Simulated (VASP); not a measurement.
# Si4Hg (I4/mmm) in VASP: notebook

The runs below take Si4Hg through single point, relaxation of cell and atoms, with PBE.

All numbers are computed with VASP 6.6.1; they aren't measurements. Logs are shortened: lines on timing, memory, paths and dates and some standing lists are left out, and cuts for length are marked.

## 1. The cell of the first run

It takes space group I4/mmm (No. 139, tetragonal). Conventional cell: a = 4.090 Å, b = 4.090 Å, c = 10.852 Å, α = 90.00°, β = 90.00°, γ = 90.00°. Si (site symmetry -4m2) has 8 Si at 2.54 to 2.89 Å and 4 Hg at 3.40 Å within 3.4 Å. Within 3.2 Å of Si (site symmetry 4mm) lie 5 Si at 2.40 to 2.54 Å and 4 Hg at 3.13 Å. Within 4.3 Å of Hg (site symmetry 4/mmm) lie 18 Si at 3.13 to 4.23 Å and 4 Hg at 4.09 Å.

The cell was built from a structure type or drawn by symmetry, and may not be a known phase.

## 2. Single point, PBE

The input, INCAR:

```
SYSTEM = Si4Hg
  PREC = Accurate
  ENCUT = 500
  EDIFF = 1E-6
  ISMEAR = 0
  SIGMA = 0.1
  LREAL = .False.
  LASPH = .True.
  NELM = 120
  ALGO = Normal
  ISIF = 2
  LWAVE = .False.
  LCHARG = .False.
  GGA = PE
  NBANDS = 22
  GGA_COMPAT = .False.
```

The input, KPOINTS:

```
Automatic mesh
0
Gamma
  6 6 6
  0 0 0
```

The input, POSCAR:

```
Si4Hg
1.0
   -2.0447599200      2.0447599200      5.4259788500
    2.0447599200     -2.0447599200      5.4259788500
    2.0447599200      2.0447599200     -5.4259788500
Si Hg
4 1
Direct
    0.7500000000      0.2500000000      0.5000000000
    0.3893334900      0.3893334900      0.0000000000
    0.6106665100      0.6106665100      0.0000000000
    0.2500000000      0.7500000000      0.5000000000
    0.0000000000      0.0000000000      0.0000000000
```

Potentials or basis: VASP PAW PBE potentials, release 64 (Si, Hg).

Command:

```sh
$ cat potpaw_PBE.64/Si/POTCAR potpaw_PBE.64/Hg/POTCAR > POTCAR
$ mpirun -np 1 vasp_std > vasp.out
```

OUTCAR:

```text
SYSTEM = Si4Hg
   PREC = Accurate
   ENCUT = 500
   EDIFF = 1E-6
   ISMEAR = 0
   LREAL = .False.
   LASPH = .True.
   NELM = 120
   ISIF = 2
   GGA = PE

 ion  position               nearest neighbor table
   1  0.750  0.250  0.500-   2 2.54   3 2.54   2 2.54   3 2.54   4 2.89   4 2.89   4 2.89   4 2.89
                             5 3.40   5 3.40   5 3.40   5 3.40
   2  0.389  0.389  0.000-   3 2.40   1 2.54   4 2.54   4 2.54   1 2.54   5 3.13   5 3.13   5 3.13
                             5 3.13
   3  0.611  0.611  0.000-   2 2.40   1 2.54   4 2.54   1 2.54   4 2.54   5 3.13   5 3.13   5 3.13
                             5 3.13
   4  0.250  0.750  0.500-   2 2.54   3 2.54   2 2.54   3 2.54   1 2.89   1 2.89   1 2.89   1 2.89
                             5 3.40   5 3.40   5 3.40   5 3.40
   5  0.000  0.000  0.000-   3 3.13   3 3.13   3 3.13   2 3.13   3 3.13   2 3.13   2 3.13   2 3.13
                             1 3.40   4 3.40   4 3.40   1 3.40   1 3.40   1 3.40   4 3.40   4 3.40

  LATTYP: Found a body centered tetragonal cell.
 ALAT       =     4.0895198400
 C/A-ratio  =     2.6536019202

  Lattice vectors:

 A1 = (  -2.0447599200,   2.0447599200,   5.4259788500)
 A2 = (   2.0447599200,  -2.0447599200,   5.4259788500)
 A3 = (   2.0447599200,   2.0447599200,  -5.4259788500)

Analysis of symmetry for initial positions (statically):
=====================================================================
 Subroutine PRICEL returns:
 Original cell was already a primitive cell.

 Routine SETGRP: Setting up the symmetry group for a
 body centered tetragonal supercell.

 Subroutine GETGRP returns: Found 16 space group operations
 (whereof 16 operations were pure point group operations)
 out of a pool of 16 trial point group operations.

The static configuration has the point symmetry D_4h.

Analysis of symmetry for dynamics (positions and initial velocities):
=====================================================================
 Subroutine PRICEL returns:
 Original cell was already a primitive cell.

 Routine SETGRP: Setting up the symmetry group for a
 body centered tetragonal supercell.

 Subroutine GETGRP returns: Found 16 space group operations
 (whereof 16 operations were pure point group operations)
 out of a pool of 16 trial point group operations.

The dynamic configuration has the point symmetry D_4h.

 Subroutine INISYM returns: Found 16 space group operations
 (whereof 16 operations are pure point group operations),
 and found     1 'primitive' translations

----------------------------------------------------------------------------------------

                                     Primitive cell

  volume of cell :      90.7450

  direct lattice vectors                    reciprocal lattice vectors
    -2.044759920  2.044759920  5.425978850     0.000000000  0.244527485  0.092149272
     2.044759920 -2.044759920  5.425978850     0.244527485  0.000000000  0.092149272
     2.044759920  2.044759920 -5.425978850     0.244527485  0.244527485  0.000000000

  length of vectors
     6.148441489  6.148441489  6.148441489     0.261314330  0.261314330  0.345814085

  position of ions in fractional coordinates (direct lattice)
     0.750000000  0.250000000  0.500000000
     0.389333490  0.389333490  0.000000000
     0.610666510  0.610666510  0.000000000
     0.250000000  0.750000000  0.500000000
     0.000000000  0.000000000  0.000000000

  ion indices of the primitive-cell ions
   primitive index   ion index
                 1           1
                 2           2
                 3           3
                 4           4
                 5           5

----------------------------------------------------------------------------------------

 KPOINTS: Automatic mesh

Automatic generation of k-mesh.
 Grid dimensions read from file:
 generate k-points for:    6    6    6

 Generating k-lattice:

  Cartesian coordinates                     Fractional coordinates (reciprocal lattice)
     0.000000000  0.040754581  0.015358212     0.166666667  0.000000000  0.000000000
     0.040754581  0.000000000  0.015358212     0.000000000  0.166666667  0.000000000
     0.040754581  0.040754581  0.000000000     0.000000000  0.000000000  0.166666667

  Length of vectors
     0.043552388  0.043552388  0.057635681

  Shift w.r.t. Gamma in fractional coordinates (k-lattice)
     0.000000000  0.000000000  0.000000000

 Subroutine IBZKPT returns following result:
 ===========================================

 Found     30 irreducible k-points:

 Following reciprocal coordinates:
            Coordinates               Weight
  0.000000  0.000000  0.000000      1.000000
  0.166667 -0.000000  0.000000      8.000000
  0.333333 -0.000000  0.000000      8.000000
  0.500000 -0.000000  0.000000      4.000000
  0.166667  0.166667  0.000000      8.000000
  0.333333  0.166667  0.000000     16.000000
[... 16 lines left out ...]
 -0.333333 -0.333333  0.166667      8.000000
 -0.166667 -0.333333  0.166667      8.000000
 [... further k-points ...]
   k-points           NKPTS =     30   k-points in BZ     NKDIM =     30   number of bands    NBANDS=     22
   number of dos      NEDOS =    301   number of ions     NIONS =      5
   total plane-waves  NPLWV = 110592
   dimension x,y,z NGX =    48 NGY =   48 NGZ =   48
   dimension x,y,z NGXF=    96 NGYF=   96 NGZF=   96
   ions per type =               4   1
   NGX,Y,Z   is equivalent  to a cutoff of  12.98, 12.98, 12.98 a.u.
   NGXF,Y,Z  is equivalent  to a cutoff of  25.96, 25.96, 25.96 a.u.
 SYSTEM =  Si4Hg
   PREC   = accura    normal or accurate (medium, high low for compatibility)
   ISTART =      0    job   : 0-new  1-cont  2-samecut
   ICHARG =      2    charge: 1-file 2-atom 10-const
   ISPIN  =      1    spin polarized calculation?
   LNONCOLLINEAR =      F non collinear calculations
   LSORBIT =      F    spin-orbit coupling
   LASPH  =      T    aspherical Exc in radial PAW
   ENCUT  =  500.0 eV  36.75 Ry    6.06 a.u.  11.21 11.21 11.21*2*pi/ulx,y,z
   NELM   =    120;   NELMIN=  2; NELMDL= -5     # of ELM steps
   EDIFF  = 0.1E-05   stopping-criterion for ELM
   LREAL  =      F    real-space projection
   EDIFFG = 0.1E-04   stopping-criterion for IOM
   NSW    =      0    number of steps for IOM
   IBRION =     -1    ionic relax: 0-MD 1-quasi-New 2-CG
   NFREE  =      0    steps in history (QN), initial steepest desc. (CG)
   ISIF   =      2    stress and relaxation
   ISYM   =      2    0-nonsym 1-usesym 2-fastsym
   POTIM  = 0.5000    time-step for ionic-motion
   TEBEG  =    0.0;   TEEND  =   0.0 temperature during run
   PSTRESS=    0.0 pullay stress
   NELECT =      28.0000    total number of electrons
   NUPDOWN=      -1.0000    fix difference up-down
   EMIN   =  10.00;   EMAX   =-10.00  energy-range for DOS
   EFERMI =   0.00;   METHOD = LEGACY
   ISMEAR =     0;   SIGMA  =   0.10  broadening in eV -4-tet -1-fermi 0-gaus
   EFERMI_NEDOS =   21; number of points for ismear=-14 and -15
   IALGO  =     38    algorithm
   IMIX   =      4    mixing-type and parameters
     AMIX     =   0.40;   BMIX     =  1.00
     AMIX_MAG =   1.60;   BMIX_MAG =  1.00
  volume/ion in A,a.u.               =      18.15       122.48
  Fermi-wavevector in a.u.,A,eV,Ry     =   1.106250  2.090509 16.650659  1.223789
  Thomas-Fermi vector in A             =   2.242748
   LORBIT       =      0    0 simple, 1 ext, 2 COOP (PROOUT), +10 PAW based schemes
   GGA     = PE    functional components
   LHFCALC =     F    Hartree Fock is set to
   AEXX    =    0.0000 exact exchange contribution
   IVDW    =     0    specifies the selected vdW correction
   LEPSILON=     F    determine dielectric tensor
   LRPA    =     F    only Hartree local field effects (RPA)
 non-spin polarized calculation
 Gauss-broadening in eV      SIGMA  =   0.10
  energy-cutoff  :      500.00
  volume of cell :       90.75
 maximum number of plane-waves:      2332
 NGX is ok and might be reduce to    48
   NGX = 23   NGY = 23   NGZ = 23

 number of electron      28.0000000 magnetization

 Free energy of the ion-electron system (eV)
  ---------------------------------------------------
  ext. energy  EPLUGINS =         0.00000000
  ---------------------------------------------------
  free energy    TOTEN  =       -19.63033620 eV

  energy without entropy =      -19.61690830  energy(sigma->0) =      -19.62362225

 E-fermi :   6.9356     XC(G=0): -10.5734

 val. band max:        6.9349174470   @ k =  -0.1667   0.1667   0.1667
 cond. band min:       6.9464662614   @ k =  -0.3333   0.5000   0.1667
 fundamental gap:      0.0115488144
 Fermi energy:         6.9355517597

 k-point     1 :       0.0000    0.0000    0.0000
  band No.  band energies     occupation
      1      -6.0225      2.00000
      2      -1.3252      2.00000
      3      -1.0962      2.00000
      4      -0.1292      2.00000
      5      -0.0132      2.00000
      6      -0.0132      2.00000
[... 14 lines left out ...]
     21      12.1870      0.00000
     22      12.7776      0.00000

 k-point     2 :       0.1667   -0.0000    0.0000
  band No.  band energies     occupation
      1      -5.7644      2.00000
      2      -1.7477      2.00000
      3      -0.7876      2.00000
      4      -0.1175      2.00000
      5       0.0235      2.00000
      6       0.0651      2.00000
[... 14 lines left out ...]
     21      12.0865      0.00000
     22      12.7616      0.00000

 k-point     3 :       0.3333   -0.0000    0.0000
  band No.  band energies     occupation
      1      -5.0122      2.00000
      2      -2.5052      2.00000
      3      -0.8633      2.00000
      4      -0.2775      2.00000
      5      -0.0848      2.00000
      6       0.0950      2.00000
[... 14 lines left out ...]
     21      11.6046      0.00000
     22      12.3361      0.00000
[... 476 lines left out ...]
 k-point    23 :      -0.3333   -0.3333    0.1667
  band No.  band energies     occupation
      1      -5.1896      2.00000
      2      -3.0341      2.00000
      3      -0.4084      2.00000
      4      -0.0533      2.00000
      5      -0.0191      2.00000
      6      -0.0113      2.00000
[... 14 lines left out ...]
     21      11.1141      0.00000
     22      12.7814      0.00000

 k-point    24 :      -0.1667   -0.3333    0.1667
  band No.  band energies     occupation
      1      -5.5632      2.00000
      2      -2.7641      2.00000
      3      -0.3643      2.00000
      4      -0.1223      2.00000
      5       0.0448      2.00000
      6       0.0824      2.00000
[... 14 lines left out ...]
     21      11.4677      0.00000
     22      12.8633      0.00000

 [... further k-points ...]

------------------------ aborting loop because EDIFF is reached ----------------------------------------

  FORCE on cell =-STRESS in cart. coord.  units (eV):
  Direction    XX          YY          ZZ          XY          YZ          ZX
  --------------------------------------------------------------------------------------
  -------------------------------------------------------------------------------------
  Total        0.3406214      0.3406214      0.4730394      0.0000000      0.0000000      0.0000000
  in kB        6.0139495      6.0139495      8.3518971      0.0000000      0.0000000      0.0000000
  external PRESSURE =       6.7932654 kB  Pullay stress =       0.0000000 kB

 VOLUME and BASIS-vectors are now :
 -----------------------------------------------------------------------------
  energy-cutoff  :      500.00
  volume of cell :       90.75
      direct lattice vectors                 reciprocal lattice vectors
    -2.044759920  2.044759920  5.425978850     0.000000000  0.244527485  0.092149272
     2.044759920 -2.044759920  5.425978850     0.244527485  0.000000000  0.092149272
     2.044759920  2.044759920 -5.425978850     0.244527485  0.244527485  0.000000000

 POSITION                                       TOTAL-FORCE (eV/Angst)
 -----------------------------------------------------------------------------------
      0.00000      2.04476      2.71299         0.000000      0.000000      0.000000
      0.00000      0.00000      4.22503         0.000000      0.000000     -0.864241
      0.00000      0.00000      6.62693        -0.000000     -0.000000      0.864241
      2.04476      0.00000      2.71299         0.000000      0.000000      0.000000
      0.00000      0.00000      0.00000         0.000000      0.000000     -0.000000
 -----------------------------------------------------------------------------------
    total drift:                                0.000000     -0.000000     -0.000000

  FREE ENERGIE OF THE ION-ELECTRON SYSTEM (eV)
  ---------------------------------------------------
  free  energy   TOTEN  =       -19.6303361964 eV

  energy  without entropy=      -19.6169082996  energy(sigma->0) =      -19.62362225
```

Run time: 72 s. Hardware: 1 thread of AMD EPYC 9R45 (Zen 5), shared host; peak memory 0.31 GiB.

What came out:

```yaml
Free_energy: -19.6303 eV
Pressure: 0.7 GPa
Largest_force: 0.864 eV/Å
Band_gap_on_the_k_mesh: zero (bands 14 and 15 overlap by 2.06 eV)
```

Forces on the atoms (eV/Å):
```
Si   0.000  0.000  0.000
Si   0.000  0.000 -0.864
Si   0.000  0.000  0.864
Si   0.000  0.000  0.000
Hg   0.000  0.000  0.000
```

Caveat: spin-orbit coupling is left out, which moves the levels of the heavy elements.

(Part 1 of 2 ends here.)
